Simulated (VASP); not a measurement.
Set up this calculation in VASP 6.6.1, as the native input.

| Property | Result |
| --- | --- |
| Task | single point |
| Functional | HSE06 |
| Potentials or basis | VASP PAW PBE potentials, release 64 (Li_sv, Br) |
| Cutoff | 650 eV |
| k mesh | 6 × 6 × 6 |
| Occupations | gaussian, width 0.01 eV |
| Spin | no spin polarisation |
| Dipole correction | no |
| Grid for exact exchange (PRECFOCK) | Normal |
| Further INCAR settings | ALGO = Normal; EDIFF = 1e-06; NBANDS = 12 |
| Share of exact exchange | 0.25 |
| Screening parameter | 0.2079 1/Å |

The system is LiBr.

```
Li Br
1.0
     0.00000    2.73955    2.73955
     2.73955    0.00000    2.73955
     2.73955    2.73955    0.00000
Li Br
1 1
Direct
  0.00000 0.00000 0.00000
  0.50000 0.50000 0.50000
```

These files were run (other wordings do the same):

POSCAR

```
LiBr
1.0
    0.0000000000      2.7395485849      2.7395485849
    2.7395485849      0.0000000000      2.7395485849
    2.7395485849      2.7395485849      0.0000000000
Li Br
1 1
Direct
    0.0000000000      0.0000000000      0.0000000000
    0.5000000000      0.5000000000      0.5000000000
```

INCAR.step1

```
SYSTEM = LiBr
ALGO = Normal
EDIFF = 1E-5
ENCUT = 650
GGA = PE
GGA_COMPAT = .False.
ISIF = 2
ISMEAR = 0
LASPH = .True.
LCHARG = .False.
LREAL = .False.
LWAVE = .True.
NBANDS = 12
NELM = 120
PREC = Accurate
SIGMA = 0.01
```

INCAR.step2

```
SYSTEM = LiBr
ALGO = Normal
EDIFF = 1E-6
ENCUT = 650
GGA = PE
GGA_COMPAT = .False.
HFSCREEN = 0.2079
ISIF = 2
ISMEAR = 0
ISTART = 1
LASPH = .True.
LCHARG = .False.
LHFCALC = .True.
LREAL = .False.
LWAVE = .False.
NBANDS = 12
NELM = 120
PREC = Accurate
PRECFOCK = Normal
SIGMA = 0.01
```

KPOINTS

```
k-points
0
Gamma
  6 6 6
  0 0 0
```

Potentials or basis: VASP PAW PBE potentials, release 64 (Li_sv, Br).

Launch:

```console
$ cat potpaw_PBE.64/Li_sv/POTCAR potpaw_PBE.64/Br/POTCAR > POTCAR
$ cp INCAR.step1 INCAR
$ mpirun -np 1 vasp_std > vasp.out
$ cp INCAR.step2 INCAR
$ mpirun -np 1 vasp_std > vasp.out
```

It gave:

The pressure is -0.2 GPa. The band gap on the k mesh is 6.21 eV.

Caveat: the PAW data sets were made with another functional, which shifts forces and pressure a little.

Run time: 37 min on 1 thread of Oxide Virtual Turin-like Processor, on a shared host, peak memory 0.27 GiB.
